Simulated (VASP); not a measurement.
# Zn (Pm-3m) in VASP: single point with PBEsol

Aim: the single point of Zn with PBEsol.

All numbers are computed with VASP 6.6.1; they aren't measurements. Logs are shortened: lines on timing, memory, paths and dates and some standing lists are left out, and cuts for length are marked.

### 1 The cell of the first run

It takes space group Pm-3m (No. 221, cubic). Conventional cell: a = 4.801 Å, b = 4.801 Å, c = 4.801 Å, α = 90.00°, β = 90.00°, γ = 90.00°.

### 2 Single point, PBEsol

Input file INCAR:

```
PREC = Accurate
ENCUT = 520
EDIFF = 1E-7
ISMEAR = -1
SIGMA = 0.05
LREAL = False
LASPH = True
NELM = 80
ALGO = Normal
ISIF = 2
LWAVE = False
LCHARG = False
GGA = PS
NBANDS = 12
```

Input file KPOINTS:

```
regular mesh
0
Gamma
  5 5 5
```

Input file POSCAR:

```
Zn
1.0
    4.8009890000      0.0000000000      0.0000000000
    0.0000000000      4.8009890000      0.0000000000
    0.0000000000      0.0000000000      4.8009890000
Zn
1
Direct
    0.0000000000      0.0000000000      0.0000000000
```

Potentials or basis: VASP PAW PBE potentials, release 64 (Zn).

Launch:

```console
$ cat potpaw_PBE.64/Zn/POTCAR > POTCAR
$ mpirun -np 1 vasp_std > vasp.out
```

OUTCAR:

```text
PREC = Accurate
   ENCUT = 520
   EDIFF = 1E-7
   ISMEAR = -1
   LREAL = False
   LASPH = True
   NELM = 80
   ISIF = 2
   GGA = PS

 ion  position               nearest neighbor table
   1  0.000  0.000  0.000-

  LATTYP: Found a simple cubic cell.
 ALAT       =     4.8009890000

  Lattice vectors:

 A1 = (   4.8009890000,   0.0000000000,   0.0000000000)
 A2 = (   0.0000000000,   4.8009890000,   0.0000000000)
 A3 = (   0.0000000000,   0.0000000000,   4.8009890000)

Analysis of symmetry for initial positions (statically):
=====================================================================
 Subroutine PRICEL returns:
 Original cell was already a primitive cell.

 Routine SETGRP: Setting up the symmetry group for a
 simple cubic supercell.

 Subroutine GETGRP returns: Found 48 space group operations
 (whereof 48 operations were pure point group operations)
 out of a pool of 48 trial point group operations.

The static configuration has the point symmetry O_h .

Analysis of symmetry for dynamics (positions and initial velocities):
=====================================================================
 Subroutine PRICEL returns:
 Original cell was already a primitive cell.

 Routine SETGRP: Setting up the symmetry group for a
 simple cubic supercell.

 Subroutine GETGRP returns: Found 48 space group operations
 (whereof 48 operations were pure point group operations)
 out of a pool of 48 trial point group operations.

The dynamic configuration has the point symmetry O_h .

 Subroutine INISYM returns: Found 48 space group operations
 (whereof 48 operations are pure point group operations),
 and found     1 'primitive' translations

----------------------------------------------------------------------------------------

                                     Primitive cell

  volume of cell :     110.6604

  direct lattice vectors                    reciprocal lattice vectors
     4.800989000  0.000000000  0.000000000     0.208290417  0.000000000  0.000000000
     0.000000000  4.800989000  0.000000000     0.000000000  0.208290417  0.000000000
     0.000000000  0.000000000  4.800989000     0.000000000  0.000000000  0.208290417

  length of vectors
     4.800989000  4.800989000  4.800989000     0.208290417  0.208290417  0.208290417

  position of ions in fractional coordinates (direct lattice)
     0.000000000  0.000000000  0.000000000

  ion indices of the primitive-cell ions
   primitive index   ion index
                 1           1

----------------------------------------------------------------------------------------

 KPOINTS: regular mesh

Automatic generation of k-mesh.
 Grid dimensions read from file:
 generate k-points for:    5    5    5

 Generating k-lattice:

  Cartesian coordinates                     Fractional coordinates (reciprocal lattice)
     0.041658083  0.000000000  0.000000000     0.200000000  0.000000000  0.000000000
     0.000000000  0.041658083  0.000000000     0.000000000  0.200000000  0.000000000
     0.000000000  0.000000000  0.041658083     0.000000000  0.000000000  0.200000000

  Length of vectors
     0.041658083  0.041658083  0.041658083

  Shift w.r.t. Gamma in fractional coordinates (k-lattice)
     0.000000000  0.000000000  0.000000000

 Subroutine IBZKPT returns following result:
 ===========================================

 Found     10 irreducible k-points:

 Following reciprocal coordinates:
            Coordinates               Weight
  0.000000  0.000000  0.000000      1.000000
  0.200000  0.000000  0.000000      6.000000
  0.400000  0.000000  0.000000      6.000000
  0.200000  0.200000  0.000000     12.000000
  0.400000  0.200000  0.000000     24.000000
  0.400000  0.400000  0.000000     12.000000
  0.200000  0.200000  0.200000      8.000000
  0.400000  0.200000  0.200000     24.000000
  0.400000  0.400000  0.200000     24.000000
  0.400000  0.400000  0.400000      8.000000
   k-points           NKPTS =     10   k-points in BZ     NKDIM =     10   number of bands    NBANDS=     12
   number of dos      NEDOS =    301   number of ions     NIONS =      1
   total plane-waves  NPLWV =  46656
   dimension x,y,z NGX =    36 NGY =   36 NGZ =   36
   dimension x,y,z NGXF=    72 NGYF=   72 NGZF=   72
   ions per type =               1
   NGX,Y,Z   is equivalent  to a cutoff of  12.47, 12.47, 12.47 a.u.
   NGXF,Y,Z  is equivalent  to a cutoff of  24.93, 24.93, 24.93 a.u.
 SYSTEM =  unknown system
   PREC   = accura    normal or accurate (medium, high low for compatibility)
   ISTART =      0    job   : 0-new  1-cont  2-samecut
   ICHARG =      2    charge: 1-file 2-atom 10-const
   ISPIN  =      1    spin polarized calculation?
   LNONCOLLINEAR =      F non collinear calculations
   LSORBIT =      F    spin-orbit coupling
   LASPH  =      T    aspherical Exc in radial PAW
   ENCUT  =  520.0 eV  38.22 Ry    6.18 a.u.   8.93  8.93  8.93*2*pi/ulx,y,z
   NELM   =     80;   NELMIN=  2; NELMDL= -5     # of ELM steps
   EDIFF  = 0.1E-06   stopping-criterion for ELM
   LREAL  =      F    real-space projection
   EDIFFG = 0.1E-05   stopping-criterion for IOM
   NSW    =      0    number of steps for IOM
   IBRION =     -1    ionic relax: 0-MD 1-quasi-New 2-CG
   NFREE  =      0    steps in history (QN), initial steepest desc. (CG)
   ISIF   =      2    stress and relaxation
   ISYM   =      2    0-nonsym 1-usesym 2-fastsym
   POTIM  = 0.5000    time-step for ionic-motion
   TEBEG  =    0.0;   TEEND  =   0.0 temperature during run
   PSTRESS=    0.0 pullay stress
   NELECT =      12.0000    total number of electrons
   NUPDOWN=      -1.0000    fix difference up-down
   EMIN   =  10.00;   EMAX   =-10.00  energy-range for DOS
   EFERMI =   0.00;   METHOD = LEGACY
   ISMEAR =    -1;   SIGMA  =   0.05  broadening in eV -4-tet -1-fermi 0-gaus
   EFERMI_NEDOS =   21; number of points for ismear=-14 and -15
   IALGO  =     38    algorithm
   IMIX   =      4    mixing-type and parameters
     AMIX     =   0.40;   BMIX     =  1.00
     AMIX_MAG =   1.60;   BMIX_MAG =  1.00
  volume/ion in A,a.u.               =     110.66       746.77
  Fermi-wavevector in a.u.,A,eV,Ry     =   0.780677  1.475265  8.292153  0.609456
  Thomas-Fermi vector in A             =   1.884037
   LORBIT       =      0    0 simple, 1 ext, 2 COOP (PROOUT), +10 PAW based schemes
   GGA     = PS    functional components
   LHFCALC =     F    Hartree Fock is set to
   AEXX    =    0.0000 exact exchange contribution
   IVDW    =     0    specifies the selected vdW correction
   LEPSILON=     F    determine dielectric tensor
   LRPA    =     F    only Hartree local field effects (RPA)
 non-spin polarized calculation
  energy-cutoff  :      520.00
  volume of cell :      110.66
 maximum number of plane-waves:      3004
 NGX is ok and might be reduce to    36
   NGX = 17   NGY = 17   NGZ = 17

 number of electron      12.0000039 magnetization

 Free energy of the ion-electron system (eV)
  ---------------------------------------------------
  ext. energy  EPLUGINS =         0.00000000
  ---------------------------------------------------
  free energy    TOTEN  =        -0.05443145 eV

  energy without entropy =       -0.05443145  energy(sigma->0) =       -0.05443145

 E-fermi :  -3.4362     XC(G=0):  -3.9058

 val. band max:       -4.5423333072   @ k =   0.4000   0.4000   0.4000
 cond. band min:      -1.2757035709   @ k =   0.4000   0.0000   0.0000
 fundamental gap:      3.2666297362
 Fermi energy:        -3.4362243053

 k-point     1 :       0.0000    0.0000    0.0000
  band No.  band energies     occupation
      1      -9.1892      2.00000
      2      -9.1892      2.00000
      3      -9.1735      2.00000
      4      -9.1735      2.00000
      5      -9.1735      2.00000
      6      -5.6593      2.00000
      7       1.2790      0.00000
      8       1.2790      0.00000
      9       1.2790      0.00000
     10       2.0481      0.00000
     11       4.0443      0.00000
     12       4.0443      0.00000

 k-point     2 :       0.2000    0.0000    0.0000
  band No.  band energies     occupation
      1      -9.1890      2.00000
      2      -9.1845      2.00000
      3      -9.1749      2.00000
      4      -9.1749      2.00000
      5      -9.1733      2.00000
      6      -5.5234      2.00000
      7      -0.0954      0.00000
      8       1.4107      0.00000
      9       1.4107      0.00000
     10       2.7541      0.00000
     11       4.2656      0.00000
     12       5.3079      0.00000

 k-point     3 :       0.4000    0.0000    0.0000
  band No.  band energies     occupation
      1      -9.1886      2.00000
      2      -9.1773      2.00000
      3      -9.1773      2.00000
      4      -9.1769      2.00000
      5      -9.1732      2.00000
      6      -5.2557      2.00000
      7      -1.2757      0.00000
      8       1.6619      0.00000
      9       1.6619      0.00000
     10       3.4548      0.00000
     11       4.8236      0.00000
     12       5.1321      0.00000
[... 76 lines left out ...]
 k-point     9 :       0.4000    0.4000    0.2000
  band No.  band energies     occupation
      1      -9.1819      2.00000
      2      -9.1787      2.00000
      3      -9.1786      2.00000
      4      -9.1774      2.00000
      5      -9.1693      2.00000
      6      -4.7676      2.00000
      7      -0.5592      0.00000
      8      -0.4690      0.00000
      9       0.9401      0.00000
     10       2.5561      0.00000
     11       4.5121      0.00000
     12       4.7196      0.00000

 k-point    10 :       0.4000    0.4000    0.4000
  band No.  band energies     occupation
      1      -9.1816      2.00000
      2      -9.1815      2.00000
      3      -9.1815      2.00000
      4      -9.1691      2.00000
      5      -9.1691      2.00000
      6      -4.5423      2.00000
      7      -0.2265      0.00000
      8      -0.1250      0.00000
      9      -0.1250      0.00000
     10       2.9660      0.00000
     11       3.3912      0.00000
     12       3.3912      0.00000

------------------------ aborting loop because EDIFF is reached ----------------------------------------

  FORCE on cell =-STRESS in cart. coord.  units (eV):
  Direction    XX          YY          ZZ          XY          YZ          ZX
  --------------------------------------------------------------------------------------
  -------------------------------------------------------------------------------------
  Total       -0.0988063     -0.0988063     -0.0988063      0.0000000      0.0000000      0.0000000
  in kB       -1.4305506     -1.4305506     -1.4305506      0.0000000      0.0000000      0.0000000
  external PRESSURE =      -1.4305506 kB  Pullay stress =       0.0000000 kB

 VOLUME and BASIS-vectors are now :
 -----------------------------------------------------------------------------
  energy-cutoff  :      520.00
  volume of cell :      110.66
      direct lattice vectors                 reciprocal lattice vectors
     4.800989000  0.000000000  0.000000000     0.208290417  0.000000000  0.000000000
     0.000000000  4.800989000  0.000000000     0.000000000  0.208290417  0.000000000
     0.000000000  0.000000000  4.800989000     0.000000000  0.000000000  0.208290417

 POSITION                                       TOTAL-FORCE (eV/Angst)
 -----------------------------------------------------------------------------------
      0.00000      0.00000      0.00000         0.000000      0.000000      0.000000
 -----------------------------------------------------------------------------------
    total drift:                                0.000000      0.000000     -0.000000

  FREE ENERGIE OF THE ION-ELECTRON SYSTEM (eV)
  ---------------------------------------------------
  free  energy   TOTEN  =        -0.0544314494 eV

  energy  without entropy=       -0.0544314494  energy(sigma->0) =       -0.05443145
```

Run time: 4.1 s. Hardware: 1 thread of Intel Xeon 6975P-C (Granite Rapids), shared host; peak memory 0.19 GiB.

Results:

| Property | Result |
| --- | --- |
| Free energy | -0.0544 eV |
| Pressure | -0.1 GPa |
| Band gap on the k mesh | 3.27 eV, indirect (least direct gap 3.98 eV) |

Caveat: the PAW data sets were made with another functional, which shifts forces and pressure a little. A k mesh can miss the band edges.
